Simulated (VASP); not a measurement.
Hg:

```
CELL_PARAMETERS angstrom
0.00000 2.25955 2.25955
2.25955 0.00000 2.25955
2.25955 2.25955 0.00000
ATOMIC_POSITIONS crystal
Hg 0.00000 0.00000 0.00000
```

| Quantity | Value |
| --- | --- |
| Program | VASP 6.6.1 |
| Task | relaxation of cell and atoms |
| Functional | RPBE |
| Potentials or basis | VASP PAW PBE potentials, release 64 (Hg_sv_GW) |
| Cutoff | 550 eV |
| k mesh | 12 × 12 × 12 |
| Occupations | fermi-dirac, width 0.1 eV |
| Spin | no spin polarisation |

At the start: pressure 8.2 GPa; volume 23.07 Å³/atom.

**Question.** How do energy, volume and symmetry change on relaxing?

**Answer.** Over 5 steps the energy falls by 138.2 meV/atom and the volume is 31.81 Å³/atom (+37.9 %); space group Fm-3m (No. 225, to 0.1 Å) before and after.

The path:
```tsv
step	energy change (eV)	largest force (eV/Å)	pressure (GPa)	volume (Å³)
1	0.0000	0.0000	8.19	23.07
2	-0.1145	0.0000	1.86	27.24
3	-0.1291	0.0000	1.06	28.88
4	-0.1379	0.0000	-0.17	32.35
5	-0.1382	0.0000	-0.02	31.81
```

Final structure:
```
Hg
1.0
     0.00000    2.51484    2.51484
     2.51484    0.00000    2.51484
     2.51484    2.51484    0.00000
Hg
1
Direct
  0.00000 0.00000 0.00000
```

Caveat: the volume moved by over 15 % at a fixed basis, so the end points are rough; the PAW data sets were made with another functional, which shifts forces and pressure a little.
